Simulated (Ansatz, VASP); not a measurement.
## One calculation of Zr, two programs

Contents of INCAR:

```
SYSTEM = Zr
ALGO = Normal ; EDIFF = 1E-6
ENCUT = 520 ; GGA = PE
ISIF = 2 ; ISMEAR = -1
LASPH = .TRUE. ; LCHARG = .FALSE.
LREAL = .FALSE. ; LWAVE = .FALSE.
NBANDS = 12 ; NELM = 80
PREC = Accurate ; SIGMA = 0.03
```

The input KPOINTS:

```
k-points
0
G
  16 16 16
  0 0 0
```

Contents of POSCAR:

```
Zr
1.0
   -1.8100000000      1.8100000000      1.8100000000
    1.8100000000     -1.8100000000      1.8100000000
    1.8100000000      1.8100000000     -1.8100000000
Zr
1
Direct
    0.0000000000      0.0000000000      0.0000000000
```

Input for Ansatz:

```yaml
crystal:
  lattice:
    - [-1.81, 1.81, 1.81]
    - [1.81, -1.81, 1.81]
    - [1.81, 1.81, -1.81]
  atoms:
    - { symbol: Zr, position: [0.0, 0.0, 0.0] }
kpoints:
  mp_grid: { grid: [16, 16, 16] }
  band_path:
    path:
      - [0.0, 0.0, 0.0]
      - [0.5, -0.5, 0.5]
      - [0.0, 0.0, 0.5]
      - [0.0, 0.0, 0.0]
      - [0.25, 0.25, 0.25]
      - [0.5, -0.5, 0.5]
      - [0.25, 0.25, 0.25]
      - [0.0, 0.0, 0.5]
    npoints: 5
scf:
  occupations: { method: fermi_dirac, width: 0.03 }
hamiltonian:
  xc: pbe
  pseudopotentials:
    kind: all_electron
    lapw: { basis_error: 0.0005 }
    relativity: none
output:
  forces: true
  stress: true
  eigenvalues: true
```

Alike in both runs: task single point; functional PBE; k mesh 16 × 16 × 16; occupations fermi-dirac, width 0.03 eV; no spin polarisation.

```csv
,VASP,Ansatz
version,VASP 6.6.1,Ansatz 0.2.0
potentials or method,"VASP PAW PBE potentials, release 64 (Zr_sv), cutoff 520 eV","all-electron LAPW, non-relativistic"
```

|  | VASP | Ansatz | Ansatz less VASP |
| --- | --- | --- | --- |
| pressure (GPa) | -3.1 | -3.5 | -0.41 |

Ansatz ran all-electron here, and VASP with PAW potentials.
